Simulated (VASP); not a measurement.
## MgS (d3): single point with PBE+D3(BJ)

The system is MgS (d3).

```
Mg S
1.0
     0.00000    2.60440    2.60440
     2.60440    0.00000    2.60440
     2.60440    2.60440    0.00000
Mg S
1 1
Cartesian
  0.0000 0.0000 0.0000
  2.6044 2.6044 2.6044
```

```json
{"Program": "VASP 6.6.1", "Task": "single point", "Functional": "PBE", "Dispersion": "D3(BJ)", "Potentials or basis": "VASP PAW PBE potentials, release 64 (Mg, S)", "Cutoff": "600 eV", "k mesh": "6 × 6 × 6", "Occupations": "gaussian, width 0.1 eV", "Spin": "no spin polarisation", "Dipole correction": "no", "Further INCAR settings": "ALGO = Normal; EDIFF = 1e-06; NBANDS = 11"}
```

| Property | Result |
| --- | --- |
| Pressure | -2.6 GPa |
| Band gap on the k mesh | 2.77 eV, indirect (least direct gap 3.68 eV) |
| Dispersion energy per atom | -0.354 eV |

Levels at points of the mesh, in eV from the valence-band top:
```
           k point  band 2  band 3  band 4  band 5  band 6  band 7
(0.00, 0.00, 0.00)    0.00    0.00    0.00    3.68    7.96    7.96
(0.50, 0.00, 0.00)   -4.81   -0.59   -0.59    4.54    6.90    6.90
(0.50, 0.50, 0.00)   -4.18   -1.68   -1.68    2.77    4.40   11.97
```

It took 7.6 s on 1 thread of Intel(R) Xeon(R) Platinum 8488C (Sapphire Rapids), on a shared host, peak memory 0.18 GiB.

A k mesh can miss the band edges.
